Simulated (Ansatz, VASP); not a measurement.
**BiTe: VASP beside Ansatz**

File POSCAR:

```
BiTe
1.0
    0.0000000000      3.2533160000      3.2533160000
    3.2533160000      0.0000000000      3.2533160000
    3.2533160000      3.2533160000      0.0000000000
Bi Te
1 1
Direct
    0.0000000000      0.0000000000      0.0000000000
    0.5000000000      0.5000000000      0.5000000000
```

The input INCAR.step1:

```
SYSTEM = BiTe
  PREC = Accurate
  ENCUT = 520
  ISMEAR = -1
  SIGMA = 0.05
  LREAL = .FALSE.
  LASPH = .TRUE.
  NELM = 100
  NBANDS = 18
  GGA = PE
  ALGO = Normal
  EDIFF = 1E-4
  LWAVE = .TRUE.
  LCHARG = .FALSE.
```

File INCAR.step2:

```
SYSTEM = BiTe
  PREC = Accurate
  ENCUT = 520
  EDIFF = 1E-8
  ISMEAR = -1
  SIGMA = 0.05
  LREAL = .FALSE.
  LASPH = .TRUE.
  NELM = 100
  ALGO = Normal
  ISIF = 2
  LWAVE = .FALSE.
  LCHARG = .FALSE.
  METAGGA = R2SCAN
  LMIXTAU = .TRUE.
  LEFG = .TRUE.
  NBANDS = 18
  ISTART = 1
```

The input KPOINTS:

```
regular mesh
0
G
  10 10 10
  0 0 0
```

Input for Ansatz:

```yaml
crystal:
  lattice:
    - [0.0, 3.253316, 3.253316]
    - [3.253316, 0.0, 3.253316]
    - [3.253316, 3.253316, 0.0]
  atoms:
    - { symbol: Bi, position: [0.0, 0.0, 0.0] }
    - { symbol: Te, position: [0.5, 0.5, 0.5] }
kpoints:
  mp_grid: { grid: [10, 10, 10] }
  band_path:
    path:
      - [0.0, 0.0, 0.0]
      - [0.5, 0.0, 0.5]
      - [0.625, 0.25, 0.625]
      - [0.375, 0.375, 0.75]
      - [0.0, 0.0, 0.0]
      - [0.5, 0.5, 0.5]
      - [0.5, 0.25, 0.75]
      - [0.5, 0.0, 0.5]
    npoints: 8
scf:
  occupations: { method: fermi_dirac, width: 0.05 }
hamiltonian:
  xc: r2scan
  pseudopotentials: { kind: paw }
output:
  forces: true
  stress: true
  eigenvalues: true
  efg: { contact_densities: true }
  populations: true
  bader: true
  dos: { projected: true, de: 0.2, e_range: [-14, 8] }
```

Alike in both runs: task electric field gradients; functional r2SCAN; k mesh 10 × 10 × 10; occupations fermi-dirac, width 0.05 eV; no spin polarisation.

|  | VASP | Ansatz |
| --- | --- | --- |
| version | VASP 6.6.1 | Ansatz 0.2.0 |
| potentials or method | VASP PAW PBE potentials, release 64 (Bi_d, Te) | PAW with Ansatz's default frozen-core files, scalar-relativistic |
| plane-wave cutoff (eV) | 520 | 500 |
| valence electrons in the cell | 21 | 31 |

Ansatz gave:

```
pressure (GPa) : -0.8
```

Q: Estimate VASP's values.

A: Pressure (GPa): -0.9.

VASP's potentials were made for PBE, not for r2SCAN. VASP's potentials hold 21 valence electrons a cell and Ansatz's 31, so a difference there can come from the potentials and not from the codes.

Spin-orbit coupling is off throughout.
